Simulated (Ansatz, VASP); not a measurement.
# Hf3Si2N: VASP beside Ansatz

```
Hf Si N
1.0
     4.07707    0.00000    0.00000
    -2.03853    3.53084    0.00000
     0.00000    0.00000    8.88168
Hf Si N
3 2 1
Direct
  0.66667 0.33333 0.50000
  0.00000 0.00000 0.00000
  0.00000 0.00000 0.50000
  0.33333 0.66667 0.25167
  0.33333 0.66667 0.74833
  0.66667 0.33333 0.00000
```

Change from the starting cell: species swapped into the Sr2Al3Ge type (P-6m2, No. 187).

Alike in both runs: task relaxation of cell and atoms; functional PBE; k mesh 6 × 6 × 2; occupations gaussian, width 0.1 eV; no spin polarisation.

|  | VASP | Ansatz |
| --- | --- | --- |
| version | VASP 6.6.1 | Ansatz 0.2.0 |
| potentials or method | VASP PAW PBE potentials, release 64 (Hf_pv, Si, N), cutoff 600 eV | scalar-relativistic, plane waves, PAW |
| valence electrons in the cell | 43 | 91 |

|  | VASP | Ansatz | Ansatz less VASP |
| --- | --- | --- | --- |
| gap on the k mesh at the Fermi level, each at its own relaxed structure (eV) | none | none | - |
| relaxed volume (Å³/atom) | 16.17 | 16.22 | +0.049 |
| relaxed cell length with the largest relative difference (Å) | 5.655 | 5.638 | -0.0173 |

A gap of «none» marks a metal or a gap that the smearing closes. VASP's potentials hold 43 valence electrons a cell and Ansatz's 91, so a difference there can come from the potentials and not from the codes.

Spin-orbit coupling is off throughout. Noted on VASP's run: the volume moved by over 15 % at a fixed basis, so the end points are rough.
